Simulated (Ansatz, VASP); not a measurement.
Te in VASP and in Ansatz

```
Te
1.0
     4.63249    0.00000    0.00000
    -2.31624    4.01185    0.00000
     0.00000    0.00000    5.88690
Te
3
Cartesian
  1.1747 0.0000 1.9623
  4.0451 1.0174 3.9246
  1.7289 2.9945 0.0000
```

Alike in both runs: task single point; functional r2SCAN; k mesh 8 × 8 × 6; occupations gaussian, width 0.01 eV; no spin polarisation.

|  | VASP | Ansatz |
| --- | --- | --- |
| version | VASP 6.6.1 | Ansatz 0.2.0 |
| potentials or method | VASP PAW PBE potentials, release 64 (Te), cutoff 520 eV | plane waves (500 eV) with PAW, scalar-relativistic |
| valence electrons in the cell | 18 | 48 |

|  | VASP | Ansatz | Ansatz less VASP |
| --- | --- | --- | --- |
| gap on the k mesh at the Fermi level (eV) | 0.78 | 0.79 | +0.014 |
| pressure (GPa) | 0.0 | 0.0 | -0.04 |
| traceless stress, the component that is largest in VASP (GPa) | 0.10 | 0.07 | -0.031 |

VASP's potentials were made for PBE, not for r2SCAN. VASP's potentials hold 18 valence electrons a cell and Ansatz's 48, so a difference there can come from the potentials and not from the codes.

Neither program's run includes spin-orbit coupling.
